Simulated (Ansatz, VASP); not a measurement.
CsAs3: VASP beside Ansatz

Contents of INCAR:

```
ALGO = Fast ; EDIFF = 1E-6
EDIFFG = -0.01 ; ENCUT = 600
GGA = PE ; IBRION = 2
ISIF = 3 ; ISMEAR = 0
LASPH = True ; LCHARG = False
LREAL = False ; LWAVE = False
NELM = 60 ; NSW = 100
PREC = Accurate ; SIGMA = 0.1
```

File KPOINTS:

```
k-points
0
Gamma
  10 10 10
```

The input POSCAR:

```
CsAs3
1.0
    0.0000000000      3.8913287400      3.8913287400
    3.8913287400      0.0000000000      3.8913287400
    3.8913287400      3.8913287400      0.0000000000
Cs As
1 3
Direct
    0.0000000000      0.0000000000      0.0000000000
    0.2500000000      0.2500000000      0.2500000000
    0.7500000000      0.7500000000      0.7500000000
    0.5000000000      0.5000000000      0.5000000000
```

Input for Ansatz:

```yaml
crystal:
  lattice:
    - [0.0, 3.89132874, 3.89132874]
    - [3.89132874, 0.0, 3.89132874]
    - [3.89132874, 3.89132874, 0.0]
  atoms:
    - { symbol: Cs, position: [0.0, 0.0, 0.0] }
    - { symbol: As, position: [0.25, 0.25, 0.25] }
    - { symbol: As, position: [0.75, 0.75, 0.75] }
    - { symbol: As, position: [0.5, 0.5, 0.5] }
basis:
  ecutwfc: 420
kpoints:
  mp_grid: { grid: [10, 10, 10] }
hamiltonian:
  xc: pbe
scf:
  occupations: { method: gaussian, width: 0.1 }
output:
  forces: true
  stress: true
  eigenvalues: true
  write_density: true
  write_potential: true
  elf: true
  volumetric_format: npy
relax:
  adjacent_minimum: "off"
  f_tol: 0.01
  max_steps: 80
  cell: { stress_tol: 0.05 }
```

Change from the starting cell: species swapped into the PrCd3 type (Fm-3m, No. 225).

Alike in both runs: task relaxation of cell and atoms; functional PBE; k mesh 10 × 10 × 10; occupations gaussian, width 0.1 eV; no spin polarisation.

|  | VASP | Ansatz |
| --- | --- | --- |
| version | VASP 6.6.1 | Ansatz 0.2.0 |
| potentials or method | VASP PAW PBE potentials, release 64 (Cs_sv, As), cutoff 600 eV | scalar-relativistic, plane waves, PAW |
| valence electrons in the cell | 24 | 54 |

VASP gave:

| Item | Value |
| --- | --- |
| gap on the k mesh at the Fermi level, each at its own relaxed structure (eV) | none |
| relaxed volume (Å³/atom) | 26.49 |
| relaxed length of the cell vector where the two differ most in proportion (Å) | 5.312 |

**Question.** Which values does Ansatz return?

**Answer.** gap on the k mesh at the Fermi level, each at its own relaxed structure (eV): none; relaxed volume (Å³/atom): 26.35; relaxed length of the cell vector where the two differ most in proportion (Å): 5.302.

A gap of «none» marks a metal or a gap that the smearing closes. VASP's potentials hold 24 valence electrons a cell and Ansatz's 54, so a difference there can come from the potentials and not from the codes.

Neither program's run includes spin-orbit coupling.
